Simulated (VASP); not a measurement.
# InAs (I-4m2) in VASP: a series of runs

Runs on InAs. Level: PBE. Tasks: single point.

Everything below comes from runs of VASP 6.6.1. Logs are shortened: lines on timing, memory, paths and dates and some standing lists are left out, and cuts for length are marked.

## Step 1: The cell of the first run

Symmetry: I-4m2, No. 119, tetragonal system. The conventional cell has a = 4.440 Å, b = 4.440 Å, c = 6.094 Å, α = 90.00°, β = 90.00°, γ = 90.00°. In (site symmetry -4m2) has 4 As at 2.69 Å within 3.6 Å. Within 3.6 Å of As (site symmetry -4m2) lie 4 In at 2.69 Å.

## Step 2: Single point, PBE (strain +0.015 along x and y, -0.015 along z)

INCAR reads:

```
SYSTEM = InAs
ALGO = Normal ; EDIFF = 1E-7
ENCUT = 520 ; GGA = PE
ISIF = 2 ; ISMEAR = 0
LASPH = .True. ; LCHARG = .True.
LELF = .True. ; LREAL = .False.
LVHAR = .True. ; LWAVE = .False.
NBANDS = 16 ; NELM = 80
PREC = Accurate ; SIGMA = 0.15
```

KPOINTS reads:

```
k-points
0
Gamma
  16 16 16
  0 0 0
```

POSCAR reads:

```
InAs
1.0
    0.0000000000      3.1397803528      3.0469789630
    3.1397803528      0.0000000000      3.0469789630
    3.1397803528      3.1397803528      0.0000000000
In As
1 1
Direct
    0.0000000000      0.0000000000      0.0000000000
    0.7500000000      0.7500000000      0.7500000000
```

Potentials or basis: VASP PAW PBE potentials, release 64 (In_d, As).

Command:

```console
$ cat potpaw_PBE.64/In_d/POTCAR potpaw_PBE.64/As/POTCAR > POTCAR
$ mpirun -np 1 vasp_std > vasp.out
```

OUTCAR:

```text
SYSTEM = InAs
   EDIFF = 1E-7
   ENCUT = 520
   GGA = PE
   ISIF = 2
   ISMEAR = 0
   LASPH = .True.
   LREAL = .False.
   NELM = 80
   PREC = Accurate

 ion  position               nearest neighbor table
   1  0.000  0.000  0.000-   2 2.69   2 2.69   2 2.69   2 2.69
   2  0.750  0.750  0.750-   1 2.69   1 2.69   1 2.69   1 2.69

  LATTYP: Found a body centered tetragonal cell.
 ALAT       =     4.4403199578
 C/A-ratio  =     1.3724141467

  Lattice vectors:

 A1 = (   0.0000000000,  -3.1397803528,  -3.0469789630)
 A2 = (   0.0000000000,   3.1397803528,  -3.0469789630)
 A3 = (   3.1397803528,   0.0000000000,   3.0469789630)

Analysis of symmetry for initial positions (statically):
=====================================================================
 Subroutine PRICEL returns:
 Original cell was already a primitive cell.

 Routine SETGRP: Setting up the symmetry group for a
 body centered tetragonal supercell.

 Subroutine GETGRP returns: Found  8 space group operations
 (whereof  8 operations were pure point group operations)
 out of a pool of 16 trial point group operations.

The static configuration has the point symmetry D_2d.

Analysis of symmetry for dynamics (positions and initial velocities):
=====================================================================
 Subroutine PRICEL returns:
 Original cell was already a primitive cell.

 Routine SETGRP: Setting up the symmetry group for a
 body centered tetragonal supercell.

 Subroutine GETGRP returns: Found  8 space group operations
 (whereof  8 operations were pure point group operations)
 out of a pool of 16 trial point group operations.

The dynamic configuration has the point symmetry D_2d.

 Subroutine INISYM returns: Found  8 space group operations
 (whereof  8 operations are pure point group operations),
 and found     1 'primitive' translations

----------------------------------------------------------------------------------------

                                     Primitive cell

  volume of cell :      60.0756

  direct lattice vectors                    reciprocal lattice vectors
     0.000000000  3.139780353  3.046978963    -0.159246808  0.159246808  0.164096965
     3.139780353  0.000000000  3.046978963     0.159246808 -0.159246808  0.164096965
     3.139780353  3.139780353  0.000000000     0.159246808  0.159246808 -0.164096965

  length of vectors
     4.375191592  4.375191592  4.440319958     0.278651944  0.278651944  0.278651944

  position of ions in fractional coordinates (direct lattice)
     0.000000000  0.000000000  0.000000000
     0.750000000  0.750000000  0.750000000

  ion indices of the primitive-cell ions
   primitive index   ion index
                 1           1
                 2           2

----------------------------------------------------------------------------------------

 KPOINTS: k-points

Automatic generation of k-mesh.
 Grid dimensions read from file:
 generate k-points for:   16   16   16

 Generating k-lattice:

  Cartesian coordinates                     Fractional coordinates (reciprocal lattice)
    -0.009952926  0.009952926  0.010256060     0.062500000  0.000000000  0.000000000
     0.009952926 -0.009952926  0.010256060     0.000000000  0.062500000  0.000000000
     0.009952926  0.009952926 -0.010256060     0.000000000  0.000000000  0.062500000

  Length of vectors
     0.017415746  0.017415746  0.017415746

  Shift w.r.t. Gamma in fractional coordinates (k-lattice)
     0.000000000  0.000000000  0.000000000

 Subroutine IBZKPT returns following result:
 ===========================================

 Found    349 irreducible k-points:

 Following reciprocal coordinates:
            Coordinates               Weight
  0.000000  0.000000  0.000000      1.000000
  0.062500  0.000000  0.000000      8.000000
  0.125000  0.000000  0.000000      8.000000
  0.187500  0.000000  0.000000      8.000000
  0.250000  0.000000  0.000000      8.000000
  0.312500  0.000000  0.000000      8.000000
[... 16 lines left out ...]
 -0.125000  0.062500  0.000000      8.000000
 -0.062500  0.062500  0.000000      4.000000
 [... further k-points ...]
   k-points           NKPTS =    349   k-points in BZ     NKDIM =    349   number of bands    NBANDS=     16
   number of dos      NEDOS =    301   number of ions     NIONS =      2
   total plane-waves  NPLWV =  46656
   dimension x,y,z NGX =    36 NGY =   36 NGZ =   36
   dimension x,y,z NGXF=    72 NGYF=   72 NGZF=   72
   ions per type =               1   1
   NGX,Y,Z   is equivalent  to a cutoff of  13.68, 13.68, 13.48 a.u.
   NGXF,Y,Z  is equivalent  to a cutoff of  27.36, 27.36, 26.96 a.u.
 SYSTEM =  InAs
   PREC   = accura    normal or accurate (medium, high low for compatibility)
   ISTART =      0    job   : 0-new  1-cont  2-samecut
   ICHARG =      2    charge: 1-file 2-atom 10-const
   ISPIN  =      1    spin polarized calculation?
   LNONCOLLINEAR =      F non collinear calculations
   LSORBIT =      F    spin-orbit coupling
   LASPH  =      T    aspherical Exc in radial PAW
   ENCUT  =  520.0 eV  38.22 Ry    6.18 a.u.   8.13  8.13  8.26*2*pi/ulx,y,z
   NELM   =     80;   NELMIN=  2; NELMDL= -5     # of ELM steps
   EDIFF  = 0.1E-06   stopping-criterion for ELM
   LREAL  =      F    real-space projection
   EDIFFG = 0.1E-05   stopping-criterion for IOM
   NSW    =      0    number of steps for IOM
   IBRION =     -1    ionic relax: 0-MD 1-quasi-New 2-CG
   NFREE  =      0    steps in history (QN), initial steepest desc. (CG)
   ISIF   =      2    stress and relaxation
   ISYM   =      2    0-nonsym 1-usesym 2-fastsym
   POTIM  = 0.5000    time-step for ionic-motion
   TEBEG  =    0.0;   TEEND  =   0.0 temperature during run
   PSTRESS=    0.0 pullay stress
   NELECT =      18.0000    total number of electrons
   NUPDOWN=      -1.0000    fix difference up-down
   EMIN   =  10.00;   EMAX   =-10.00  energy-range for DOS
   EFERMI =   0.00;   METHOD = LEGACY
   ISMEAR =     0;   SIGMA  =   0.15  broadening in eV -4-tet -1-fermi 0-gaus
   EFERMI_NEDOS =   21; number of points for ismear=-14 and -15
   IALGO  =     38    algorithm
   IMIX   =      4    mixing-type and parameters
     AMIX     =   0.40;   BMIX     =  1.00
     AMIX_MAG =   1.60;   BMIX_MAG =  1.00
  volume/ion in A,a.u.               =      30.04       202.71
  Fermi-wavevector in a.u.,A,eV,Ry     =   1.095468  2.070134 16.327671  1.200050
  Thomas-Fermi vector in A             =   2.231792
   LORBIT       =      0    0 simple, 1 ext, 2 COOP (PROOUT), +10 PAW based schemes
   GGA     = PE    functional components
   LHFCALC =     F    Hartree Fock is set to
   AEXX    =    0.0000 exact exchange contribution
   IVDW    =     0    specifies the selected vdW correction
   LEPSILON=     F    determine dielectric tensor
   LRPA    =     F    only Hartree local field effects (RPA)
 non-spin polarized calculation
 Gauss-broadening in eV      SIGMA  =   0.15
  energy-cutoff  :      520.00
  volume of cell :       60.08
 maximum number of plane-waves:      1639
 NGX is ok and might be reduce to    36
   NGX = 17   NGY = 17   NGZ = 17

 number of electron      17.9999996 magnetization

 Free energy of the ion-electron system (eV)
  ---------------------------------------------------
  ext. energy  EPLUGINS =         0.00000000
  ---------------------------------------------------
  free energy    TOTEN  =        -7.71481628 eV

  energy without entropy =       -7.71468431  energy(sigma->0) =       -7.71475030

 E-fermi :   3.8782     XC(G=0):  -8.7340

 val. band max:        3.7894782130   @ k =   0.0000   0.0000   0.0000
 cond. band min:       4.1277558465   @ k =   0.0625   0.0000   0.0000
 fundamental gap:      0.3382776335
 Fermi energy:         3.8781750119

 k-point     1 :       0.0000    0.0000    0.0000
  band No.  band energies     occupation
      1     -10.5443      2.00000
      2     -10.5443      2.00000
      3     -10.5342      2.00000
      4     -10.4497      2.00000
      5     -10.4434      2.00000
      6      -7.6512      2.00000
[... 8 lines left out ...]
     15      12.9355      0.00000
     16      13.3764      0.00000

 k-point     2 :       0.0625    0.0000    0.0000
  band No.  band energies     occupation
      1     -10.5466      2.00000
      2     -10.5431      2.00000
      3     -10.5344      2.00000
      4     -10.4498      2.00000
      5     -10.4433      2.00000
      6      -7.6161      2.00000
[... 8 lines left out ...]
     15      12.6206      0.00000
     16      12.9698      0.00000

 k-point     3 :       0.1250    0.0000    0.0000
  band No.  band energies     occupation
      1     -10.5553      2.00000
      2     -10.5399      2.00000
      3     -10.5326      2.00000
      4     -10.4500      2.00000
      5     -10.4431      2.00000
      6      -7.5131      2.00000
[... 8 lines left out ...]
     15      12.2264      0.00000
     16      12.5193      0.00000

 k-point     4 :       0.1875    0.0000    0.0000
  band No.  band energies     occupation
      1     -10.5695      2.00000
      2     -10.5353      2.00000
      3     -10.5287      2.00000
      4     -10.4500      2.00000
      5     -10.4425      2.00000
      6      -7.3491      2.00000
[... 8 lines left out ...]
     15      12.0225      0.00000
     16      12.3356      0.00000
[... 324 lines left out ...]
 k-point    22 :      -0.1875    0.0625    0.0000
  band No.  band energies     occupation
      1     -10.5788      2.00000
      2     -10.5338      2.00000
      3     -10.5232      2.00000
      4     -10.4481      2.00000
      5     -10.4440      2.00000
      6      -7.2584      2.00000
[... 8 lines left out ...]
     15      11.9629      0.00000
     16      12.8015      0.00000

 k-point    23 :      -0.1250    0.0625    0.0000
  band No.  band energies     occupation
      1     -10.5645      2.00000
      2     -10.5385      2.00000
      3     -10.5270      2.00000
      4     -10.4487      2.00000
      5     -10.4442      2.00000
      6      -7.4379      2.00000
[... 8 lines left out ...]
     15      12.0252      0.00000
     16      12.3765      0.00000

 k-point    24 :      -0.0625    0.0625    0.0000
  band No.  band energies     occupation
      1     -10.5536      2.00000
      2     -10.5418      2.00000
      3     -10.5305      2.00000
      4     -10.4492      2.00000
      5     -10.4439      2.00000
      6      -7.5599      2.00000
[... 8 lines left out ...]
     15      12.1222      0.00000
     16      12.6079      0.00000

 [... further k-points ...]
[... 5 lines left out ...]
  --------------------------------------------------------------------------------------
  -------------------------------------------------------------------------------------
  Total       -0.3685744     -0.3685744     -0.0123204      0.0000000     -0.0000000      0.0000000
  in kB       -9.8296446     -9.8296446     -0.3285770      0.0000000     -0.0000000      0.0000000
  external PRESSURE =      -6.6626221 kB  Pullay stress =       0.0000000 kB

 VOLUME and BASIS-vectors are now :
 -----------------------------------------------------------------------------
  energy-cutoff  :      520.00
  volume of cell :       60.08
      direct lattice vectors                 reciprocal lattice vectors
     0.000000000  3.139780353  3.046978963    -0.159246808  0.159246808  0.164096965
     3.139780353  0.000000000  3.046978963     0.159246808 -0.159246808  0.164096965
     3.139780353  3.139780353  0.000000000     0.159246808  0.159246808 -0.164096965

 POSITION                                       TOTAL-FORCE (eV/Angst)
 -----------------------------------------------------------------------------------
      0.00000      0.00000      0.00000         0.000000      0.000000     -0.000000
      4.70967      4.70967      4.57047        -0.000000     -0.000000      0.000000
 -----------------------------------------------------------------------------------
    total drift:                               -0.000000     -0.000000      0.000000

  FREE ENERGIE OF THE ION-ELECTRON SYSTEM (eV)
  ---------------------------------------------------
  free  energy   TOTEN  =        -7.7148162821 eV

  energy  without entropy=       -7.7146843100  energy(sigma->0) =       -7.71475030
```

It took 5.2 min on 1 thread of Intel Xeon Platinum 8488C (Sapphire Rapids), shared host; peak memory 0.48 GiB.

Results:

```yaml
Free_energy: -7.7148 eV
Pressure: -0.7 GPa
```

Stress tensor (GPa, compression positive):
```
-0.98  0.00  0.00
 0.00 -0.98  0.00
 0.00  0.00 -0.03
```

Caveat: the cell differs from its parent crystal (strain +0.015 along x and y, -0.015 along z); spin-orbit coupling is left out, which moves the levels of the heavy elements.

(Part 1 of 2 ends here.)
